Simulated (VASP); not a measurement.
Here is a VASP 6.6.1 calculation.

INCAR

```
  PREC = Accurate
  ENCUT = 500
  EDIFF = 1E-6
  ISMEAR = 0
  SIGMA = 0.1
  LREAL = False
  LASPH = True
  NELM = 200
  ALGO = Normal
  ISIF = 2
  LWAVE = False
  LCHARG = False
  MAGMOM = 0 0 0 0 0 0
  LORBIT = 11
  LSORBIT = True
  GGA_COMPAT = False
  LORBMOM = True
  LMAXMIX = 4
  GGA = PE
  NBANDS = 31
```

Contents of KPOINTS:

```
regular mesh
0
Gamma
  15 15 14
```

Contents of POSCAR:

```
MoP
1.0
    3.1197781366      0.0000000000      0.0000000000
   -1.5598890683      2.7018071205      0.0000000000
    0.0000000000      0.0000000000      3.1383070293
Mo P
1 1
Direct
    0.0000000000      0.0000000000      0.0000000000
    0.3333333333      0.6666666667      0.5000000000
```

Potentials or basis: VASP PAW PBE potentials, release 64 (Mo_sv, P).

Run with:

```console
$ cat potpaw_PBE.64/Mo_sv/POTCAR potpaw_PBE.64/P/POTCAR > POTCAR
$ mpirun -np 1 vasp_ncl > vasp.out
```

Q: What does it give for the net moment?

A: 0.00 μB per cell.

Q: Predict the pressure.

A: 25.1 GPa.

Moments on the atoms (μB; x, y, z):
```
Mo  0.00 0.00 0.00
P   0.00 0.00 0.00
```
